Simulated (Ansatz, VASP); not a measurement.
**One calculation of Se, two programs**

```
CELL_PARAMETERS angstrom
3.48204 0.00000 0.00000
-1.74102 3.01553 0.00000
0.00000 0.00000 3.89935
ATOMIC_POSITIONS crystal
Se 0.33333 0.66667 0.25000
Se 0.66667 0.33333 0.75000
```

Alike in both runs: functional PBEsol; k mesh 6 × 6 × 4; occupations gaussian, width 0.1 eV; no spin polarisation.

Ansatz relaxed the structure, and its values are those at the end. VASP's run is a single point on that final structure, the one shown.

|  | VASP | Ansatz |
| --- | --- | --- |
| version | VASP 6.6.1 | Ansatz 0.2.0 |
| potentials or method | VASP PAW PBE potentials, release 64 (Se), cutoff 520 eV | scalar-relativistic, plane waves, PAW |
| valence electrons in the cell | 12 | 32 |

VASP gave:

* gap on the k mesh at the Fermi level (eV): none
* pressure (GPa): 0.4

Question: Which values does Ansatz return?

Answer: gap on the k mesh at the Fermi level (eV): none; pressure (GPa): 0.3.

VASP's potentials were made for PBE, not for PBEsol. A gap of «none» marks a metal or a gap that the smearing closes. VASP's potentials hold 12 valence electrons a cell and Ansatz's 32, so a difference there can come from the potentials and not from the codes.

The k mesh is coarse, so the values compare programs but aren't converged.
